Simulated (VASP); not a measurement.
A run of VASP 6.6.1 is set up as follows.

Contents of INCAR:

```
ALGO = Normal
EDIFF = 1E-6
EDIFFG = -0.03
ENCUT = 520
GGA = CA
IBRION = 2
ISIF = 2
ISMEAR = 0
KPAR = 2
LASPH = T
LCHARG = F
LREAL = Auto
LWAVE = F
NCORE = 2
NELM = 60
NSW = 80
PREC = Accurate
SIGMA = 0.05
```

The input KPOINTS:

```
k-points
0
Gamma
  2 2 2
```

Contents of POSCAR:

```
Zn9O8
1.0
   -3.2190000000     -5.5754720000      0.0000000000
    4.8285000000     -2.7877360000      0.0000000000
    0.0000000000      0.0000000000      5.1489000000
Zn O
9 8
Direct
    0.5000000000      0.3333333000      0.0000000000
    0.5000000000      0.6666667000      0.5000000000
    0.2500000000      0.8333333000      0.0000000000
    0.2500000000      0.1666667000      0.5000000000
    0.0000000000      0.3333333000      0.0000000000
    0.0000000000      0.6666667000      0.5000000000
    0.7500000000      0.8333333000      0.0000000000
    0.7500000000      0.1666667000      0.5000000000
    0.8739145000      0.4276806000      0.6817474000
    0.5000000000      0.3333333000      0.3816000000
    0.5000000000      0.6666667000      0.8816000000
    0.2500000000      0.8333333000      0.3816000000
    0.2500000000      0.1666667000      0.8816000000
    0.0000000000      0.3333333000      0.3816000000
    0.0000000000      0.6666667000      0.8816000000
    0.7500000000      0.8333333000      0.3816000000
    0.7500000000      0.1666667000      0.8816000000
```

Potentials or basis: VASP PAW LDA potentials, release 64 (Zn, O).

Launch:

```bash
$ cat potpaw_LDA.64/Zn/POTCAR potpaw_LDA.64/O/POTCAR > POTCAR
$ mpirun -np 4 vasp_std > vasp.out
```

**Question.** Estimate the energy gained by relaxing.

**Answer.** 339.2 meV/atom.

**Question.** Estimate the band gap on the k mesh.

**Answer.** Zero (bands 78 and 79 overlap by 1.03 eV).

Step by step:
```csv
step,energy change (eV),largest force (eV/Å),pressure (GPa)
1,0.0000,12.6758,26.30
3,-4.2123,3.5659,18.78
5,-5.1224,2.1331,16.09
7,-5.4184,0.8626,14.75
9,-5.5172,0.6238,14.26
11,-5.6054,0.5759,13.51
13,-5.6562,0.3114,13.20
15,-5.6726,0.2193,13.14
17,-5.6814,0.1996,13.13
19,-5.6901,0.1412,13.18
21,-5.6959,0.1604,13.16
23,-5.7028,0.1837,13.14
25,-5.7163,0.2265,13.12
27,-5.7192,0.2773,13.09
29,-5.7352,0.2330,13.00
31,-5.7429,0.1861,12.97
33,-5.7517,0.1689,12.94
35,-5.7578,0.1404,12.95
37,-5.7625,0.0824,12.95
39,-5.7648,0.0603,12.91
41,-5.7658,0.0577,12.88
42,-5.7665,0.0286,12.86
```

Caveat: the k points lie up to 0.61 Å⁻¹ apart, too coarse for converged energies and pressures of a metal.
